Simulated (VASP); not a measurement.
# Ir (Fm-3m) in VASP: further runs

The runs below take Ir through single point, relaxation of cell and atoms, with LDA.

Program: VASP 6.6.1. These are calculated values, not measurements. Logs are shortened: lines on timing, memory, paths and dates and some standing lists are left out, and cuts for length are marked.

### 1 The cell of the first run

The structure is cubic, space group Fm-3m (No. 225). The conventional cell has a = 3.811 Å, b = 3.811 Å, c = 3.811 Å, α = 90.00°, β = 90.00°, γ = 90.00°. Ir (site symmetry m-3m) has 12 Ir at 2.69 Å within 3.6 Å.

### 2 Single point, LDA

INCAR reads:

```
SYSTEM = Ir
ALGO = Normal ; EDIFF = 1E-7
ENCUT = 520 ; ISIF = 2
ISMEAR = -1 ; LASPH = .True.
LCHARG = .False. ; LREAL = .False.
LWAVE = .False. ; NBANDS = 10
NELM = 100 ; PREC = Accurate
SIGMA = 0.02
```

KPOINTS reads:

```
k-points
0
Gamma
  19 19 19
  0 0 0
```

POSCAR reads:

```
Ir
1.0
    0.0000000000      1.9056514980      1.9056514980
    1.9056514980      0.0000000000      1.9056514980
    1.9056514980      1.9056514980      0.0000000000
Ir
1
Direct
    0.0000000000      0.0000000000      0.0000000000
```

Potentials or basis: VASP PAW LDA potentials, release 64 (Ir).

On the command line:

```bash
$ cat potpaw_LDA.64/Ir/POTCAR > POTCAR
$ mpirun -np 1 vasp_std > vasp.out
```

OUTCAR:

```text
SYSTEM = Ir
   EDIFF = 1E-7
   ENCUT = 520
   ISIF = 2
   ISMEAR = -1
   LASPH = .True.
   LREAL = .False.
   NELM = 100
   PREC = Accurate

 ion  position               nearest neighbor table
   1  0.000  0.000  0.000-

  LATTYP: Found a face centered cubic cell.
 ALAT       =     3.8113029960

  Lattice vectors:

 A1 = (   0.0000000000,   1.9056514980,   1.9056514980)
 A2 = (   1.9056514980,   0.0000000000,   1.9056514980)
 A3 = (   1.9056514980,   1.9056514980,   0.0000000000)

Analysis of symmetry for initial positions (statically):
=====================================================================
 Subroutine PRICEL returns:
 Original cell was already a primitive cell.

 Routine SETGRP: Setting up the symmetry group for a
 face centered cubic supercell.

 Subroutine GETGRP returns: Found 48 space group operations
 (whereof 48 operations were pure point group operations)
 out of a pool of 48 trial point group operations.

The static configuration has the point symmetry O_h .

Analysis of symmetry for dynamics (positions and initial velocities):
=====================================================================
 Subroutine PRICEL returns:
 Original cell was already a primitive cell.

 Routine SETGRP: Setting up the symmetry group for a
 face centered cubic supercell.

 Subroutine GETGRP returns: Found 48 space group operations
 (whereof 48 operations were pure point group operations)
 out of a pool of 48 trial point group operations.

The dynamic configuration has the point symmetry O_h .

 Subroutine INISYM returns: Found 48 space group operations
 (whereof 48 operations are pure point group operations),
 and found     1 'primitive' translations

----------------------------------------------------------------------------------------

                                     Primitive cell

  volume of cell :      13.8408

  direct lattice vectors                    reciprocal lattice vectors
     0.000000000  1.905651498  1.905651498    -0.262377460  0.262377460  0.262377460
     1.905651498  0.000000000  1.905651498     0.262377460 -0.262377460  0.262377460
     1.905651498  1.905651498  0.000000000     0.262377460  0.262377460 -0.262377460

  length of vectors
     2.694998194  2.694998194  2.694998194     0.454451092  0.454451092  0.454451092

  position of ions in fractional coordinates (direct lattice)
     0.000000000  0.000000000  0.000000000

  ion indices of the primitive-cell ions
   primitive index   ion index
                 1           1

----------------------------------------------------------------------------------------

 KPOINTS: k-points

Automatic generation of k-mesh.
 Grid dimensions read from file:
 generate k-points for:   19   19   19

 Generating k-lattice:

  Cartesian coordinates                     Fractional coordinates (reciprocal lattice)
    -0.013809340  0.013809340  0.013809340     0.052631579  0.000000000  0.000000000
     0.013809340 -0.013809340  0.013809340     0.000000000  0.052631579  0.000000000
     0.013809340  0.013809340 -0.013809340     0.000000000  0.000000000  0.052631579

  Length of vectors
     0.023918479  0.023918479  0.023918479

  Shift w.r.t. Gamma in fractional coordinates (k-lattice)
     0.000000000  0.000000000  0.000000000

 Subroutine IBZKPT returns following result:
 ===========================================

 Found    220 irreducible k-points:

 Following reciprocal coordinates:
            Coordinates               Weight
  0.000000  0.000000  0.000000      1.000000
  0.052632  0.000000  0.000000      8.000000
  0.105263  0.000000  0.000000      8.000000
  0.157895  0.000000  0.000000      8.000000
  0.210526  0.000000  0.000000      8.000000
  0.263158  0.000000  0.000000      8.000000
[... 16 lines left out ...]
 -0.315789  0.052632  0.000000     24.000000
 -0.263158  0.052632  0.000000     24.000000
 [... further k-points ...]
   k-points           NKPTS =    220   k-points in BZ     NKDIM =    220   number of bands    NBANDS=     10
   number of dos      NEDOS =    301   number of ions     NIONS =      1
   total plane-waves  NPLWV =   8000
   dimension x,y,z NGX =    20 NGY =   20 NGZ =   20
   dimension x,y,z NGXF=    40 NGYF=   40 NGZF=   40
   ions per type =               1
   NGX,Y,Z   is equivalent  to a cutoff of  12.34, 12.34, 12.34 a.u.
   NGXF,Y,Z  is equivalent  to a cutoff of  24.67, 24.67, 24.67 a.u.
 SYSTEM =  Ir
   PREC   = accura    normal or accurate (medium, high low for compatibility)
   ISTART =      0    job   : 0-new  1-cont  2-samecut
   ICHARG =      2    charge: 1-file 2-atom 10-const
   ISPIN  =      1    spin polarized calculation?
   LNONCOLLINEAR =      F non collinear calculations
   LSORBIT =      F    spin-orbit coupling
   LASPH  =      T    aspherical Exc in radial PAW
   ENCUT  =  520.0 eV  38.22 Ry    6.18 a.u.   5.01  5.01  5.01*2*pi/ulx,y,z
   NELM   =    100;   NELMIN=  2; NELMDL= -5     # of ELM steps
   EDIFF  = 0.1E-06   stopping-criterion for ELM
   LREAL  =      F    real-space projection
   EDIFFG = 0.1E-05   stopping-criterion for IOM
   NSW    =      0    number of steps for IOM
   IBRION =     -1    ionic relax: 0-MD 1-quasi-New 2-CG
   NFREE  =      0    steps in history (QN), initial steepest desc. (CG)
   ISIF   =      2    stress and relaxation
   ISYM   =      2    0-nonsym 1-usesym 2-fastsym
   POTIM  = 0.5000    time-step for ionic-motion
   TEBEG  =    0.0;   TEEND  =   0.0 temperature during run
   PSTRESS=    0.0 pullay stress
   NELECT =       9.0000    total number of electrons
   NUPDOWN=      -1.0000    fix difference up-down
   EMIN   =  10.00;   EMAX   =-10.00  energy-range for DOS
   EFERMI =   0.00;   METHOD = LEGACY
   ISMEAR =    -1;   SIGMA  =   0.02  broadening in eV -4-tet -1-fermi 0-gaus
   EFERMI_NEDOS =   21; number of points for ismear=-14 and -15
   IALGO  =     38    algorithm
   IMIX   =      4    mixing-type and parameters
     AMIX     =   0.40;   BMIX     =  1.00
     AMIX_MAG =   1.60;   BMIX_MAG =  1.00
  volume/ion in A,a.u.               =      13.84        93.40
  Fermi-wavevector in a.u.,A,eV,Ry     =   1.418302  2.680203 27.369233  2.011582
  Thomas-Fermi vector in A             =   2.539442
   LORBIT       =      0    0 simple, 1 ext, 2 COOP (PROOUT), +10 PAW based schemes
   GGA     = CA    functional components
   LHFCALC =     F    Hartree Fock is set to
   AEXX    =    0.0000 exact exchange contribution
   IVDW    =     0    specifies the selected vdW correction
   LEPSILON=     F    determine dielectric tensor
   LRPA    =     F    only Hartree local field effects (RPA)
 non-spin polarized calculation
  energy-cutoff  :      520.00
  volume of cell :       13.84
 maximum number of plane-waves:       381
   NGX =  9   NGY =  9   NGZ =  9

 number of electron       9.0000001 magnetization

 Free energy of the ion-electron system (eV)
  ---------------------------------------------------
  ext. energy  EPLUGINS =         0.00000000
  ---------------------------------------------------
  free energy    TOTEN  =       -10.31783819 eV

  energy without entropy =      -10.31621552  energy(sigma->0) =      -10.31702686

 E-fermi :  10.6827     XC(G=0): -14.2658

 val. band max:       10.6816139270   @ k =  -0.1579   0.1579   0.0526
 cond. band min:      10.6851947128   @ k =   0.4737   0.3684   0.0000
 fundamental gap:      0.0035807858
 Fermi energy:        10.6827243386

 k-point     1 :       0.0000    0.0000    0.0000
  band No.  band energies     occupation
      1      -0.6426      2.00000
      2       6.6528      2.00000
      3       6.6528      2.00000
      4       6.6528      2.00000
      5       9.4757      2.00000
      6       9.4757      2.00000
      7      24.9968      0.00000
      8      30.6676      0.00000
      9      30.6676      0.00000
     10      30.6676      0.00000

 k-point     2 :       0.0526    0.0000    0.0000
  band No.  band energies     occupation
      1      -0.5159      2.00000
      2       6.5839      2.00000
      3       6.7087      2.00000
      4       6.7087      2.00000
      5       9.4384      2.00000
      6       9.4384      2.00000
      7      25.2196      0.00000
      8      29.9936      0.00000
      9      30.8791      0.00000
     10      30.8791      0.00000

 k-point     3 :       0.1053    0.0000    0.0000
  band No.  band energies     occupation
      1      -0.1476      2.00000
      2       6.4048      2.00000
      3       6.8579      2.00000
      4       6.8579      2.00000
      5       9.3531      2.00000
      6       9.3531      2.00000
      7      25.8382      0.00000
      8      28.6382      0.00000
      9      31.4962      0.00000
     10      31.4962      0.00000

 k-point     4 :       0.1579    0.0000    0.0000
  band No.  band energies     occupation
      1       0.4210      2.00000
      2       6.1931      2.00000
      3       7.0368      2.00000
      4       7.0368      2.00000
      5       9.3029      2.00000
      6       9.3029      2.00000
      7      26.6050      0.00000
      8      27.2717      0.00000
      9      32.4684      0.00000
     10      32.4684      0.00000

 k-point     5 :       0.2105    0.0000    0.0000
  band No.  band energies     occupation
      1       1.1028      2.00000
      2       6.0739      2.00000
      3       7.1384      2.00000
      4       7.1384      2.00000
      5       9.4131      2.00000
      6       9.4131      2.00000
      7      25.6477      0.00000
      8      27.5438      0.00000
      9      33.7047      0.00000
     10      33.7047      0.00000

 k-point     6 :       0.2632    0.0000    0.0000
  band No.  band energies     occupation
      1       1.7431      2.00000
      2       6.2233      2.00000
      3       7.0941      2.00000
      4       7.0941      2.00000
      5       9.7583      2.00000
      6       9.7583      2.00000
      7      24.2256      0.00000
      8      27.5327      0.00000
      9      34.8846      0.00000
     10      34.8893      0.00000

 k-point     7 :       0.3158    0.0000    0.0000
  band No.  band energies     occupation
      1       2.1656      2.00000
      2       6.8091      2.00000
      3       6.9474      2.00000
      4       6.9474      2.00000
      5      10.2775      2.00000
      6      10.2775      2.00000
      7      22.7044      0.00000
      8      26.6565      0.00000
      9      34.0858      0.00000
     10      34.0858      0.00000

 k-point     8 :       0.3684    0.0000    0.0000
  band No.  band energies     occupation
      1       2.3352      2.00000
      2       6.7781      2.00000
      3       6.7781      2.00000
      4       7.8090      2.00000
      5      10.8435      0.00064
      6      10.8435      0.00064
      7      21.0466      0.00000
      8      25.6435      0.00000
      9      32.5381      0.00000
     10      32.5381      0.00000

 k-point     9 :       0.4211    0.0000    0.0000
  band No.  band energies     occupation
      1       2.3627      2.00000
      2       6.6413      2.00000
      3       6.6413      2.00000
      4       8.9584      2.00000
      5      11.3250      0.00000
      6      11.3250      0.00000
      7      19.4399      0.00000
      8      24.9315      0.00000
      9      31.3520      0.00000
     10      31.3520      0.00000
[... 118 lines left out ...]
 k-point    19 :       0.4737    0.0526    0.0000
  band No.  band energies     occupation
      1       2.4620      2.00000
      2       6.4726      2.00000
      3       6.6856      2.00000
      4       9.1157      2.00000
      5      11.6370      0.00000
      6      11.9730      0.00000
      7      18.5716      0.00000
      8      24.8732      0.00000
      9      30.5452      0.00000
     10      30.8365      0.00000

 k-point    20 :      -0.4737    0.0526    0.0000
  band No.  band energies     occupation
      1       2.4571      2.00000
      2       6.4583      2.00000
      3       6.6466      2.00000
      4       9.4035      2.00000
      5      11.5880      0.00000
      6      12.2586      0.00000
      7      18.1551      0.00000
      8      24.7661      0.00000
      9      30.3391      0.00000
     10      30.6374      0.00000

 k-point    21 :      -0.4211    0.0526    0.0000
  band No.  band energies     occupation
      1       2.4686      2.00000
      2       6.5249      2.00000
      3       6.6841      2.00000
      4       8.9173      2.00000
      5      11.2602      0.00000
      6      12.0541      0.00000
      7      18.9650      0.00000
      8      24.9843      0.00000
      9      30.4508      0.00000
     10      31.3576      0.00000

 k-point    22 :      -0.3684    0.0526    0.0000
  band No.  band energies     occupation
      1       2.4653      2.00000
      2       6.6599      2.00000
      3       6.7941      2.00000
      4       7.9376      2.00000
      5      10.7289      0.18070
      6      11.5843      0.00000
      7      20.5065      0.00000
      8      25.5429      0.00000
      9      31.1140      0.00000
     10      32.6376      0.00000

 k-point    23 :      -0.3158    0.0526    0.0000
  band No.  band energies     occupation
      1       2.3600      2.00000
      2       6.8001      2.00000
      3       6.9576      2.00000
      4       6.9661      2.00000
      5      10.1074      2.00000
      6      11.0045      0.00000
      7      22.2313      0.00000
      8      26.4383      0.00000
      9      32.1330      0.00000
     10      34.3656      0.00000

 k-point    24 :      -0.2632    0.0526    0.0000
  band No.  band energies     occupation
      1       2.0264      2.00000
      2       6.2194      2.00000
      3       7.0362      2.00000
      4       7.1304      2.00000
      5       9.5207      2.00000
      6      10.4159      2.00000
      7      23.8428      0.00000
      8      27.4306      0.00000
      9      33.1230      0.00000
     10      34.3770      0.00000

 [... further k-points ...]
[... 5 lines left out ...]
  --------------------------------------------------------------------------------------
  -------------------------------------------------------------------------------------
  Total        0.2284890      0.2284890      0.2284890     -0.0000000      0.0000000      0.0000000
  in kB       26.4493778     26.4493778     26.4493778     -0.0000000      0.0000000      0.0000000
  external PRESSURE =      26.4493778 kB  Pullay stress =       0.0000000 kB

 VOLUME and BASIS-vectors are now :
 -----------------------------------------------------------------------------
  energy-cutoff  :      520.00
  volume of cell :       13.84
      direct lattice vectors                 reciprocal lattice vectors
     0.000000000  1.905651498  1.905651498    -0.262377460  0.262377460  0.262377460
     1.905651498  0.000000000  1.905651498     0.262377460 -0.262377460  0.262377460
     1.905651498  1.905651498  0.000000000     0.262377460  0.262377460 -0.262377460

 POSITION                                       TOTAL-FORCE (eV/Angst)
 -----------------------------------------------------------------------------------
      0.00000      0.00000      0.00000         0.000000      0.000000      0.000000
 -----------------------------------------------------------------------------------
    total drift:                                0.000000     -0.000000     -0.000000

  FREE ENERGIE OF THE ION-ELECTRON SYSTEM (eV)
  ---------------------------------------------------
  free  energy   TOTEN  =       -10.3178381935 eV

  energy  without entropy=      -10.3162155190  energy(sigma->0) =      -10.31702686
```

Run time: 13 s. Hardware: 1 thread of Intel Xeon Platinum 8488C (Sapphire Rapids), shared host; peak memory 0.14 GiB.

What came out:

```
Free energy : -10.3178 eV
Pressure    : 2.6 GPa
```

Levels at points of the mesh, in eV from the Fermi level:
```
           k point  band 1  band 2  band 3  band 4  band 5  band 6  band 7  band 8  band 9
(0.00, 0.00, 0.00)  -11.33   -4.03   -4.03   -4.03   -1.21   -1.21   14.31   19.98   19.98
```

Caveat: spin-orbit coupling is left out, which moves the levels of the heavy elements.

### 3 Relaxation of cell and atoms, LDA

This run uses another cell than the first one, of 14.06 Å³/atom, 1.016 times its volume.

INCAR reads:

```
ALGO     = Normal         # electronic algorithm
EDIFF    = 1E-6           # SCF threshold, eV
EDIFFG   = -0.03          # ionic threshold
ENCUT    = 600            # plane-wave cutoff, eV
GGA      = CA             # functional
IBRION   = 2              # ionic algorithm
ISIF     = 3              # what is computed and relaxed
ISMEAR   = -1             # smearing method
LASPH    = T              # aspherical terms in the spheres
LCHARG   = F              # write CHGCAR
LREAL    = F              # projectors in reciprocal space
LWAVE    = F              # write WAVECAR
NELM     = 60             # most SCF steps
NSW      = 80             # ionic steps
PREC     = Accurate       # precision mode
SIGMA    = 0.02           # smearing width, eV
```

KPOINTS reads:

```
k-points
0
Gamma
  19 19 19
```

POSCAR reads:

```
Ir
1.0
    0.0000000000      1.9156000000      1.9156000000
    1.9156000000      0.0000000000      1.9156000000
    1.9156000000      1.9156000000      0.0000000000
Ir
1
Direct
    0.0000000000      0.0000000000      0.0000000000
```

Potentials or basis: VASP PAW LDA potentials, release 64 (Ir).

On the command line:

```bash
$ cat potpaw_LDA.64/Ir/POTCAR > POTCAR
$ mpirun -np 1 vasp_std > vasp.out
```

Run time: 25 s. Hardware: 1 thread of Intel Xeon Platinum 8488C (Sapphire Rapids), shared host; peak memory 0.16 GiB.

It converged, with:

| Property | Result |
| --- | --- |
| Free energy | -10.3188 eV |
| Relaxed volume | 13.94 Å³/atom |
| Relaxed cell | a = 2.701 Å, b = 2.701 Å, c = 2.701 Å, α = 60.00°, β = 60.00°, γ = 60.00° |
| Space group after relaxing (to 0.05 Å) | Fm-3m (No. 225) |
| Energy gained by relaxing | 1.4 meV/atom |
| Ionic steps | 3 |
| Pressure after relaxing | -0.1 GPa |

The path:
```csv
step,energy change (eV),largest force (eV/Å),pressure (GPa),volume (Å³)
1,0.0000,0.0000,-3.53,14.06
2,0.0225,0.0000,16.03,13.44
3,-0.0014,0.0000,-0.06,13.94
```

Final structure:
```yaml
crystal:
  lattice:
    - [0.00000, 1.90999, 1.90999]
    - [1.90999, 0.00000, 1.90999]
    - [1.90999, 1.90999, 0.00000]
  atoms:
    - { symbol: Ir, position: [0.00000, 0.00000, 0.00000] }
```

Levels at points of the mesh, in eV from the Fermi level:
```tsv
k point	band 2	band 3	band 4	band 5	band 6	band 7
(0.00, 0.00, 0.00)	-3.99	-3.99	-3.99	-1.19	-1.19	14.33
```

Caveat: spin-orbit coupling is left out, which moves the levels of the heavy elements.

### 4 Single point, LDA

INCAR reads:

```
SYSTEM = Ir
ALGO = Normal ; EDIFF = 1E-6
ENCUT = 500 ; GGA_COMPAT = .False.
ISIF = 2 ; ISMEAR = -1
LASPH = .True. ; LCHARG = .False.
LREAL = .False. ; LWAVE = .False.
NBANDS = 14 ; NELM = 120
PREC = Accurate ; SIGMA = 0.02
```

KPOINTS reads:

```
k-points
0
Gamma
  19 19 19
  0 0 0
```

POSCAR reads:

```
Ir
1.0
    0.0000000000      1.9056514980      1.9056514980
    1.9056514980      0.0000000000      1.9056514980
    1.9056514980      1.9056514980      0.0000000000
Ir
1
Direct
    0.0000000000      0.0000000000      0.0000000000
```

Potentials or basis: VASP PAW LDA potentials, release 64 (Ir_sv_GW).

On the command line:

```bash
$ cat potpaw_LDA.64/Ir_sv_GW/POTCAR > POTCAR
$ mpirun -np 1 vasp_std > vasp.out
```

Wall time 21 s (1 thread of AMD EPYC 9R45 (Zen 5), shared host); peak memory 0.13 GiB.

Results (log left out):

| Item | Value |
| --- | --- |
| Free energy | -10.8937 eV |
| Pressure | -1.7 GPa |

Levels at points of the mesh, in eV from the Fermi level:
```tsv
k point	band 5	band 6	band 7	band 8	band 9	band 10	band 11	band 12
(0.00, 0.00, 0.00)	-11.30	-4.02	-4.02	-4.02	-1.20	-1.20	13.60	19.19
```

Caveat: spin-orbit coupling is left out, which moves the levels of the heavy elements.

### 5 The runs side by side

```tsv
task	potentials or basis	cell	cutoff (eV)	second run	gap on the mesh (eV)	pressure (GPa)
single point	VASP PAW LDA potentials, release 64 (Ir)	a = 2.695 Å, angles 60.0°, 1 atom	520	-	none	2.6
relaxation of cell and atoms	VASP PAW LDA potentials, release 64 (Ir)	relaxed from a = 2.709 Å, angles 60.0°, 1 atom	600	-	none	-0.1
single point	VASP PAW LDA potentials, release 64 (Ir_sv_GW)	a = 2.695 Å, angles 60.0°, 1 atom	500	valence_matched	none	-1.7
```

Alike in all rows: level LDA; no spin polarisation; k mesh 19 × 19 × 19; smearing fermi-dirac 0.02 eV.

Caveats: spin-orbit coupling is left out, which moves the levels of the heavy elements.

Absolute energies hang on the potentials; compare differences alone.
